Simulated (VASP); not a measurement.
# Al3BAs4 (P-43m) in VASP: notebook

The runs below take Al3BAs4 through single point, relaxation of cell and atoms, with PBE.

Everything below comes from runs of VASP 6.6.1. Logs are shortened: lines on timing, memory, paths and dates and some standing lists are left out, and cuts for length are marked.

**1. The cell of the first run**

It takes space group P-43m (No. 215, cubic). Conventional cell: a = 5.314 Å, b = 5.314 Å, c = 5.314 Å, α = 90.00°, β = 90.00°, γ = 90.00°. Within 3.0 Å of Al (site symmetry -42m) lie 4 As at 2.30 Å. Within 3.0 Å of B (site symmetry -43m) lie 4 As at 2.30 Å. Within 3.0 Å of As (site symmetry 3m) lie 3 Al at 2.30 Å and 1 B at 2.30 Å.

**2. Single point, PBE**

INCAR

```
SYSTEM = Al3BAs4
PREC = Accurate ; ENCUT = 520
EDIFF = 1E-6 ; ISMEAR = 0
SIGMA = 0.1 ; LREAL = .False.
LASPH = .True. ; NELM = 80
ALGO = Normal ; ISIF = 2
LWAVE = .False. ; LCHARG = .False.
GGA = PE ; NBANDS = 26
```

KPOINTS

```
Automatic mesh
0
Gamma
  4 4 4
  0 0 0
```

POSCAR

```
Al3BAs4
1.0
    5.3139735700      0.0000000000      0.0000000000
    0.0000000000      5.3139735700      0.0000000000
    0.0000000000      0.0000000000      5.3139735700
Al B As
3 1 4
Direct
    0.5000000000      0.0000000000      0.5000000000
    0.5000000000      0.5000000000      0.0000000000
    0.0000000000      0.5000000000      0.5000000000
    0.0000000000      0.0000000000      0.0000000000
    0.2500000000      0.7500000000      0.7500000000
    0.2500000000      0.2500000000      0.2500000000
    0.7500000000      0.7500000000      0.2500000000
    0.7500000000      0.2500000000      0.7500000000
```

Potentials or basis: VASP PAW PBE potentials, release 64 (Al, B, As).

On the command line:

```console
$ cat potpaw_PBE.64/Al/POTCAR potpaw_PBE.64/B/POTCAR potpaw_PBE.64/As/POTCAR > POTCAR
$ mpirun -np 1 vasp_std > vasp.out
```

OUTCAR:

```text
SYSTEM = Al3BAs4
   PREC = Accurate
   ENCUT = 520
   EDIFF = 1E-6
   ISMEAR = 0
   LREAL = .False.
   LASPH = .True.
   NELM = 80
   ISIF = 2
   GGA = PE

 ion  position               nearest neighbor table
   1  0.500  0.000  0.500-   5 2.30   6 2.30   7 2.30   8 2.30
   2  0.500  0.500  0.000-   5 2.30   6 2.30   7 2.30   8 2.30
   3  0.000  0.500  0.500-   5 2.30   6 2.30   7 2.30   8 2.30
   4  0.000  0.000  0.000-   5 2.30   6 2.30   7 2.30   8 2.30
   5  0.250  0.750  0.750-   1 2.30   2 2.30   3 2.30   4 2.30
   6  0.250  0.250  0.250-   1 2.30   2 2.30   3 2.30   4 2.30
   7  0.750  0.750  0.250-   1 2.30   2 2.30   3 2.30   4 2.30
   8  0.750  0.250  0.750-   1 2.30   2 2.30   3 2.30   4 2.30

  LATTYP: Found a simple cubic cell.
 ALAT       =     5.3139735700

  Lattice vectors:

 A1 = (   5.3139735700,   0.0000000000,   0.0000000000)
 A2 = (   0.0000000000,   5.3139735700,   0.0000000000)
 A3 = (   0.0000000000,   0.0000000000,   5.3139735700)

Analysis of symmetry for initial positions (statically):
=====================================================================
 Subroutine PRICEL returns:
 Original cell was already a primitive cell.

 Routine SETGRP: Setting up the symmetry group for a
 simple cubic supercell.

 Subroutine GETGRP returns: Found 24 space group operations
 (whereof 24 operations were pure point group operations)
 out of a pool of 48 trial point group operations.

The static configuration has the point symmetry T_d .

Analysis of symmetry for dynamics (positions and initial velocities):
=====================================================================
 Subroutine PRICEL returns:
 Original cell was already a primitive cell.

 Routine SETGRP: Setting up the symmetry group for a
 simple cubic supercell.

 Subroutine GETGRP returns: Found 24 space group operations
 (whereof 24 operations were pure point group operations)
 out of a pool of 48 trial point group operations.

The dynamic configuration has the point symmetry T_d .

 Subroutine INISYM returns: Found 24 space group operations
 (whereof 24 operations are pure point group operations),
 and found     1 'primitive' translations

----------------------------------------------------------------------------------------

                                     Primitive cell

  volume of cell :     150.0577

  direct lattice vectors                    reciprocal lattice vectors
     5.313973570  0.000000000  0.000000000     0.188183096  0.000000000  0.000000000
     0.000000000  5.313973570  0.000000000     0.000000000  0.188183096  0.000000000
     0.000000000  0.000000000  5.313973570     0.000000000  0.000000000  0.188183096

  length of vectors
     5.313973570  5.313973570  5.313973570     0.188183096  0.188183096  0.188183096

  position of ions in fractional coordinates (direct lattice)
     0.500000000  0.000000000  0.500000000
     0.500000000  0.500000000  0.000000000
     0.000000000  0.500000000  0.500000000
     0.000000000  0.000000000  0.000000000
     0.250000000  0.750000000  0.750000000
     0.250000000  0.250000000  0.250000000
     0.750000000  0.750000000  0.250000000
     0.750000000  0.250000000  0.750000000

  ion indices of the primitive-cell ions
   primitive index   ion index
                 1           1
                 2           2
                 3           3
                 4           4
                 5           5
                 6           6
                 7           7
                 8           8

----------------------------------------------------------------------------------------

 KPOINTS: Automatic mesh

Automatic generation of k-mesh.
 Grid dimensions read from file:
 generate k-points for:    4    4    4

 Generating k-lattice:

  Cartesian coordinates                     Fractional coordinates (reciprocal lattice)
     0.047045774  0.000000000  0.000000000     0.250000000  0.000000000  0.000000000
     0.000000000  0.047045774  0.000000000     0.000000000  0.250000000  0.000000000
     0.000000000  0.000000000  0.047045774     0.000000000  0.000000000  0.250000000

  Length of vectors
     0.047045774  0.047045774  0.047045774

  Shift w.r.t. Gamma in fractional coordinates (k-lattice)
     0.000000000  0.000000000  0.000000000

 Subroutine IBZKPT returns following result:
 ===========================================

 Found     10 irreducible k-points:

 Following reciprocal coordinates:
            Coordinates               Weight
  0.000000  0.000000  0.000000      1.000000
  0.250000  0.000000  0.000000      6.000000
  0.500000  0.000000  0.000000      3.000000
  0.250000  0.250000  0.000000     12.000000
  0.500000  0.250000  0.000000     12.000000
  0.500000  0.500000  0.000000      3.000000
  0.250000  0.250000  0.250000      8.000000
  0.500000  0.250000  0.250000     12.000000
  0.500000  0.500000  0.250000      6.000000
  0.500000  0.500000  0.500000      1.000000
   k-points           NKPTS =     10   k-points in BZ     NKDIM =     10   number of bands    NBANDS=     26
   number of dos      NEDOS =    301   number of ions     NIONS =      8
   total plane-waves  NPLWV =  64000
   dimension x,y,z NGX =    40 NGY =   40 NGZ =   40
   dimension x,y,z NGXF=    80 NGYF=   80 NGZF=   80
   ions per type =               3   1   4
   NGX,Y,Z   is equivalent  to a cutoff of  12.51, 12.51, 12.51 a.u.
   NGXF,Y,Z  is equivalent  to a cutoff of  25.03, 25.03, 25.03 a.u.
 SYSTEM =  Al3BAs4
   PREC   = accura    normal or accurate (medium, high low for compatibility)
   ISTART =      0    job   : 0-new  1-cont  2-samecut
   ICHARG =      2    charge: 1-file 2-atom 10-const
   ISPIN  =      1    spin polarized calculation?
   LNONCOLLINEAR =      F non collinear calculations
   LSORBIT =      F    spin-orbit coupling
   LASPH  =      T    aspherical Exc in radial PAW
   ENCUT  =  520.0 eV  38.22 Ry    6.18 a.u.   9.88  9.88  9.88*2*pi/ulx,y,z
   NELM   =     80;   NELMIN=  2; NELMDL= -5     # of ELM steps
   EDIFF  = 0.1E-05   stopping-criterion for ELM
   LREAL  =      F    real-space projection
   EDIFFG = 0.1E-04   stopping-criterion for IOM
   NSW    =      0    number of steps for IOM
   IBRION =     -1    ionic relax: 0-MD 1-quasi-New 2-CG
   NFREE  =      0    steps in history (QN), initial steepest desc. (CG)
   ISIF   =      2    stress and relaxation
   ISYM   =      2    0-nonsym 1-usesym 2-fastsym
   POTIM  = 0.5000    time-step for ionic-motion
   TEBEG  =    0.0;   TEEND  =   0.0 temperature during run
   PSTRESS=    0.0 pullay stress
   NELECT =      32.0000    total number of electrons
   NUPDOWN=      -1.0000    fix difference up-down
   EMIN   =  10.00;   EMAX   =-10.00  energy-range for DOS
   EFERMI =   0.00;   METHOD = LEGACY
   ISMEAR =     0;   SIGMA  =   0.10  broadening in eV -4-tet -1-fermi 0-gaus
   EFERMI_NEDOS =   21; number of points for ismear=-14 and -15
   IALGO  =     38    algorithm
   IMIX   =      4    mixing-type and parameters
     AMIX     =   0.40;   BMIX     =  1.00
     AMIX_MAG =   1.60;   BMIX_MAG =  1.00
  volume/ion in A,a.u.               =      18.76       126.58
  Fermi-wavevector in a.u.,A,eV,Ry     =   0.978075  1.848293 13.015747  0.956630
  Thomas-Fermi vector in A             =   2.108822
   LORBIT       =      0    0 simple, 1 ext, 2 COOP (PROOUT), +10 PAW based schemes
   GGA     = PE    functional components
   LHFCALC =     F    Hartree Fock is set to
   AEXX    =    0.0000 exact exchange contribution
   IVDW    =     0    specifies the selected vdW correction
   LEPSILON=     F    determine dielectric tensor
   LRPA    =     F    only Hartree local field effects (RPA)
 non-spin polarized calculation
 Gauss-broadening in eV      SIGMA  =   0.10
  energy-cutoff  :      520.00
  volume of cell :      150.06
 maximum number of plane-waves:      4076
 NGX is ok and might be reduce to    40
   NGX = 19   NGY = 19   NGZ = 19

 number of electron      32.0000003 magnetization

 Free energy of the ion-electron system (eV)
  ---------------------------------------------------
  ext. energy  EPLUGINS =         0.00000000
  ---------------------------------------------------
  free energy    TOTEN  =       -36.68633568 eV

  energy without entropy =      -36.68633568  energy(sigma->0) =      -36.68633568

 E-fermi :   5.3717     XC(G=0):  -9.6699

 val. band max:        4.9836365804   @ k =   0.0000   0.0000   0.0000
 cond. band min:       5.7462600059   @ k =   0.0000   0.0000   0.0000
 fundamental gap:      0.7626234255
 Fermi energy:         5.3716997968

 k-point     1 :       0.0000    0.0000    0.0000
  band No.  band energies     occupation
      1      -8.0087      2.00000
      2      -5.3480      2.00000
      3      -5.3480      2.00000
      4      -5.3480      2.00000
      5      -1.8336      2.00000
      6      -1.1219      2.00000
[... 18 lines left out ...]
     25       8.8337      0.00000
     26       8.8337      0.00000

 k-point     2 :       0.2500    0.0000    0.0000
  band No.  band energies     occupation
      1      -7.7544      2.00000
      2      -5.9963      2.00000
      3      -5.3195      2.00000
      4      -5.3195      2.00000
      5      -1.5413      2.00000
      6      -0.9281      2.00000
[... 18 lines left out ...]
     25       9.7395      0.00000
     26       9.8297      0.00000

 k-point     3 :       0.5000    0.0000    0.0000
  band No.  band energies     occupation
      1      -7.0589      2.00000
      2      -6.9933      2.00000
      3      -5.2902      2.00000
      4      -5.2902      2.00000
      5      -1.2932      2.00000
      6      -0.6588      2.00000
[... 166 lines left out ...]
 k-point     9 :       0.5000    0.5000    0.2500
  band No.  band energies     occupation
      1      -6.2363      2.00000
      2      -6.1797      2.00000
      3      -6.1797      2.00000
      4      -6.1748      2.00000
      5      -1.5265      2.00000
      6      -0.9063      2.00000
[... 18 lines left out ...]
     25      10.0659      0.00000
     26      10.1936      0.00000

 k-point    10 :       0.5000    0.5000    0.5000
  band No.  band energies     occupation
      1      -6.1530      2.00000
      2      -6.1057      2.00000
      3      -6.1057      2.00000
      4      -6.1057      2.00000
      5      -2.0050      2.00000
      6      -1.4321      2.00000
[... 18 lines left out ...]
     25       9.8250      0.00000
     26       9.8250      0.00000

------------------------ aborting loop because EDIFF is reached ----------------------------------------

  FORCE on cell =-STRESS in cart. coord.  units (eV):
  Direction    XX          YY          ZZ          XY          YZ          ZX
  --------------------------------------------------------------------------------------
  -------------------------------------------------------------------------------------
  Total       13.0916696     13.0916696     13.0916696      0.0000000     -0.0000000      0.0000000
  in kB      139.7807766    139.7807766    139.7807766      0.0000000     -0.0000000      0.0000000
  external PRESSURE =     139.7807766 kB  Pullay stress =       0.0000000 kB

 VOLUME and BASIS-vectors are now :
 -----------------------------------------------------------------------------
  energy-cutoff  :      520.00
  volume of cell :      150.06
      direct lattice vectors                 reciprocal lattice vectors
     5.313973570  0.000000000  0.000000000     0.188183096  0.000000000  0.000000000
     0.000000000  5.313973570  0.000000000     0.000000000  0.188183096  0.000000000
     0.000000000  0.000000000  5.313973570     0.000000000  0.000000000  0.188183096

 POSITION                                       TOTAL-FORCE (eV/Angst)
 -----------------------------------------------------------------------------------
      2.65699      0.00000      2.65699         0.000000      0.000000     -0.000000
      2.65699      2.65699      0.00000         0.000000      0.000000     -0.000000
      0.00000      2.65699      2.65699         0.000000      0.000000     -0.000000
      0.00000      0.00000      0.00000         0.000000      0.000000     -0.000000
      1.32849      3.98548      3.98548        -1.619447      1.619447      1.619447
      1.32849      1.32849      1.32849        -1.619447     -1.619447     -1.619447
      3.98548      3.98548      1.32849         1.619447      1.619447     -1.619447
      3.98548      1.32849      3.98548         1.619447     -1.619447      1.619447
 -----------------------------------------------------------------------------------
    total drift:                                0.000000     -0.000000     -0.000000

  FREE ENERGIE OF THE ION-ELECTRON SYSTEM (eV)
  ---------------------------------------------------
  free  energy   TOTEN  =       -36.6863356789 eV

  energy  without entropy=      -36.6863356774  energy(sigma->0) =      -36.68633568
```

It took 34 s on 1 thread of Intel Xeon Platinum 8259CL at 2.50GHz (Skylake/Cascade Lake), shared host; peak memory 0.25 GiB.

What came out:

- Free energy: -36.6863 eV
- Pressure: 14.0 GPa
- Band gap on the k mesh: 0.76 eV

Caveat: the cell stands under pressure. A k mesh can miss the band edges.

**3. Single point, PBE**

This run uses another cell than the first one, of 20.89 Å³/atom.

INCAR

```
SYSTEM = Al3BAs4
PREC = Accurate
ENCUT = 520
EDIFF = 1E-6
ISMEAR = 0
SIGMA = 0.1
LREAL = .False.
LASPH = .True.
NELM = 80
ALGO = Normal
ISIF = 2
LWAVE = .False.
LCHARG = .True.
GGA = PE
LELF = .True.
LVHAR = .True.
NBANDS = 26
```

KPOINTS is that of step 2.

POSCAR

```
Al3BAs4
1.0
    5.5086161646      0.0000000000      0.0000000000
    0.0000000000      5.5086161646      0.0000000000
    0.0000000000      0.0000000000      5.5086161646
Al B As
3 1 4
Direct
    0.5000000000      0.0000000000      0.5000000000
    0.5000000000      0.5000000000      0.0000000000
    0.0000000000      0.5000000000      0.5000000000
    0.0000000000      0.0000000000      0.0000000000
    0.2278959235      0.7721040765      0.7721040765
    0.2278959235      0.2278959235      0.2278959235
    0.7721040765      0.7721040765      0.2278959235
    0.7721040765      0.2278959235      0.7721040765
```

Potentials or basis: VASP PAW PBE potentials, release 64 (Al, B, As).

On the command line:

```console
$ cat potpaw_PBE.64/Al/POTCAR potpaw_PBE.64/B/POTCAR potpaw_PBE.64/As/POTCAR > POTCAR
$ mpirun -np 1 vasp_std > vasp.out
```

Run time: 46 s. Hardware: 1 thread of Intel Xeon Platinum 8259CL at 2.50GHz (Skylake/Cascade Lake), shared host; peak memory 0.26 GiB.

It converged, with:

* Free energy: -38.5087 eV
* Pressure: 0.2 GPa
* Largest force: 0.010 eV/Å
* Band gap on the k mesh: 0.54 eV (least direct gap 1.11 eV)

Forces on the atoms (eV/Å):
```
Al   0.000  0.000  0.000
Al   0.000  0.000  0.000
Al   0.000  0.000  0.000
B    0.000  0.000  0.000
As  -0.006  0.006  0.006
As  -0.006 -0.006 -0.006
As   0.006  0.006 -0.006
As   0.006 -0.006  0.006
```

Levels at points of the mesh, in eV from the valence-band top:
```tsv
k point	band 14	band 15	band 16	band 17	band 18	band 19
(0.00, 0.00, 0.00)	0.00	0.00	0.00	1.11	1.28	1.28
(0.50, 0.00, 0.00)	-1.91	-1.12	-1.12	1.78	2.17	3.40
(0.50, 0.50, 0.00)	-1.48	-1.04	-0.54	2.31	2.34	3.63
(0.50, 0.50, 0.50)	-0.80	-0.62	-0.62	0.54	2.18	2.18
```

(Continued in part 2 of 3.)
